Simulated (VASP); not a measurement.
A run of VASP 6.6.1 is set up as follows.

Contents of INCAR:

```
PREC     = Accurate       # precision mode
ENCUT    = 500            # plane-wave cutoff, eV
EDIFF    = 1E-8           # SCF threshold, eV
ISMEAR   = 0              # smearing method
SIGMA    = 0.01           # smearing width, eV
LREAL    = F              # projectors in reciprocal space
LASPH    = T              # aspherical terms in the spheres
NELM     = 120            # most SCF steps
ALGO     = Normal         # electronic algorithm
ISIF     = 2              # what is computed and relaxed
LWAVE    = F              # write WAVECAR
LCHARG   = T              # write CHGCAR
GGA      = PS             # functional
NBANDS   = 35             # bands
IBRION   = 8              # ionic algorithm
NSW      = 1              # ionic steps
LEPSILON = T              # dielectric tensor by DFPT
GGA_COMPAT= F
```

The input KPOINTS:

```
regular mesh
0
Gamma
  6 6 2
```

File POSCAR:

```
MoSe2
1.0
    3.2693996917      0.0000000000      0.0000000000
   -1.6346998458      2.8313831881      0.0000000000
    0.0000000000      0.0000000000     13.1211542690
Mo Se
2 4
Direct
    0.3333333333      0.6666666667      0.2500000000
    0.6666666667      0.3333333333      0.7500000000
    0.3333333333      0.6666666667      0.6231590551
    0.6666666667      0.3333333333      0.1231590551
    0.3333333333      0.6666666667      0.8768409449
    0.6666666667      0.3333333333      0.3768409449
```

Potentials or basis: VASP PAW PBE potentials, release 64 (Mo_sv, Se).

Launch:

```console
$ cat potpaw_PBE.64/Mo_sv/POTCAR potpaw_PBE.64/Se/POTCAR > POTCAR
$ mpirun -np 1 vasp_std > vasp.out
```

(1) What does it give for the electronic dielectric tensor (diagonal)?

(2) Predict the Born charges (mean of the diagonal).

(3) Estimate the highest phonon frequency at Γ, LO-TO splitting left out.

Results:

(1) 16.70, 16.70, 7.71.

(2) Mo -1.59; Se +0.80 e.

(3) 354 cm⁻¹.

Caveat: the k points lie up to 0.37 Å⁻¹ apart.
